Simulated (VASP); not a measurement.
Ba, 1 atom in the cell. It takes space group I4/mmm (No. 139, tetragonal). The conventional cell has a = 4.600 Å, b = 4.600 Å, c = 5.200 Å, α = 90.00°, β = 90.00°, γ = 90.00°. Within 5.5 Å of Ba (site symmetry 4/mmm) lie 14 Ba at 4.16 to 5.20 Å.  This cell differs from its parent crystal: strain -0.080 along x and y, +0.040 along z.

| Quantity | Value |
| --- | --- |
| Program | VASP 6.6.1 |
| Task | single point |
| Functional | LDA |
| Potentials or basis | VASP PAW LDA potentials, release 64 (Ba_sv) |
| Cutoff | 520 eV |
| k mesh | 14 × 14 × 14 |
| Occupations | gaussian, width 0.15 eV |
| Spin | no spin polarisation |
| Dipole correction | no |
| Further INCAR settings | ALGO = Fast; EDIFF = 1e-07; NBANDS = 11 |

Potentials or basis: VASP PAW LDA potentials, release 64 (Ba_sv).

Launch:

```bash
$ cat potpaw_LDA.64/Ba_sv/POTCAR > POTCAR
$ mpirun -np 1 vasp_std > vasp.out
```

Hardware: 1 thread of Intel Xeon 8259CL (shared host).

Task: Estimate the wall time of this run.

Result: Run time: 2.2 min on 1 thread of Intel Xeon 8259CL (shared host), peak memory 0.27 GiB. Counts: scf iterations 13, k points 244.
